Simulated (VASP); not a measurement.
A run of VASP 6.6.1 is set up as follows.

File INCAR:

```
PREC = Accurate
ENCUT = 520
EDIFF = 1E-7
ISMEAR = 0
SIGMA = 0.05
LREAL = False
LASPH = True
NELM = 80
ALGO = Normal
ISIF = 2
LWAVE = False
LCHARG = False
GGA = PE
NBANDS = 11
```

KPOINTS

```
Automatic mesh
0
Gamma
  10 10 10
```

The input POSCAR:

```
SiC
1.0
    0.0000000000      2.1898640950      2.2446106974
    2.1898640950      0.0000000000      2.2446106974
    2.1898640950      2.1898640950      0.0000000000
Si C
1 1
Direct
    0.0000000000      0.0000000000      0.0000000000
    0.7500000000      0.7500000000      0.7500000000
```

Potentials or basis: VASP PAW PBE potentials, release 64 (Si, C).

The run is started by

```sh
$ cat potpaw_PBE.64/Si/POTCAR potpaw_PBE.64/C/POTCAR > POTCAR
$ mpirun -np 1 vasp_std > vasp.out
```

Question: Predict the pressure.

Answer: -5.1 GPa.

Question: What does it give for the band gap on the k mesh?

Answer: 1.26 eV, indirect (least direct gap 4.48 eV).

Stress tensor (GPa, compression positive):
```
-2.87  0.00  0.00
 0.00 -2.87  0.00
 0.00  0.00 -9.49
```

Caveat: the cell differs from its parent crystal (strain +0.000 along x and y, +0.025 along z). A k mesh can miss the band edges.
